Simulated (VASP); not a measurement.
Here is a VASP 6.6.1 calculation.

POSCAR

```
ZrS2
1.0
    3.5670705589      0.0000000000      0.0000000000
   -1.7835352794      3.0891737211      0.0000000000
    0.0000000000      0.0000000000      5.8571358081
Zr S
1 2
Direct
    0.0000000000      0.0000000000      0.0000000000
    0.6666666667      0.3333333333      0.7457521157
    0.3333333333      0.6666666667      0.2542478843
```

The input INCAR.step1:

```
SYSTEM = ZrS2
PREC = Accurate ; ENCUT = 400
EDIFF = 1E-5 ; ISMEAR = 0
SIGMA = 0.01 ; LREAL = .FALSE.
LASPH = .TRUE. ; NELM = 120
ALGO = Normal ; ISIF = 2
LWAVE = .TRUE. ; LCHARG = .FALSE.
NBANDS = 19 ; GGA = PE
GGA_COMPAT = .FALSE.
```

The input INCAR.step2:

```
SYSTEM = ZrS2
PREC = Accurate ; ENCUT = 400
EDIFF = 1E-6 ; ISMEAR = 0
SIGMA = 0.01 ; LREAL = .FALSE.
LASPH = .TRUE. ; NELM = 120
ALGO = Normal ; ISIF = 2
LWAVE = .FALSE. ; LCHARG = .FALSE.
GGA = PE ; LHFCALC = .TRUE.
HFSCREEN = 0.2079 ; PRECFOCK = Normal
NBANDS = 19 ; ISTART = 1
GGA_COMPAT = .FALSE.
```

Contents of KPOINTS:

```
regular mesh
0
G
  6 6 4
  0 0 0
```

Potentials or basis: VASP PAW PBE potentials, release 64 (Zr_sv, S).

Launch:

```sh
$ cat potpaw_PBE.64/Zr_sv/POTCAR potpaw_PBE.64/S/POTCAR > POTCAR
$ cp INCAR.step1 INCAR
$ mpirun -np 1 vasp_std > vasp.out
$ cp INCAR.step2 INCAR
$ mpirun -np 1 vasp_std > vasp.out
```

**Question.** Predict the largest force.

**Answer.** 0.199 eV/Å.

**Question.** What does it give for the band gap on the k mesh?

**Answer.** 1.40 eV (least direct gap 2.35 eV).

Forces in eV/Å, atoms in the order of the input:
```
Zr   0.000  0.000  0.000
S    0.000  0.000  0.199
S    0.000  0.000 -0.199
```

Caveat: the cell differs from its parent crystal (biaxial xy strain -2.9%); the PAW data sets were made with another functional, which shifts forces and pressure a little. A k mesh can miss the band edges.
